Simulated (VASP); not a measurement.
Ir:

```
CELL_PARAMETERS angstrom
0.00000 1.88538 1.88538
1.88538 0.00000 1.88538
1.88538 1.88538 0.00000
ATOMIC_POSITIONS crystal
Ir 0.00000 0.00000 0.00000
```

Base run:

| Property | Result |
| --- | --- |
| Program | VASP 6.6.1 |
| Functional | PBEsol |
| Potentials or basis | VASP PAW PBE potentials, release 64 (Ir) |
| Cutoff | 520 eV |
| k mesh | 12 × 12 × 12 |
| Occupations | fermi-dirac, width 0.05 eV |
| Spin | no spin polarisation |

Its results: pressure 21.4 GPa.

Problem. The run is repeated on the same cell with these changes: potentials or basis from VASP PAW PBE potentials, release 64 (Ir) to VASP PAW PBE potentials, release 64 (Ir_sv_GW); cutoff from 520 eV to 500 eV; further incar settings from ALGO = Normal; EDIFF = 1e-07; NBANDS = 10 to ALGO = Normal; EDIFF = 1e-06; NBANDS = 14; valence electrons from 9 to 17. What comes out?

Solution. Pressure 16.6 GPa.

Caveats: the PAW data sets were made with another functional, which shifts forces and pressure a little.
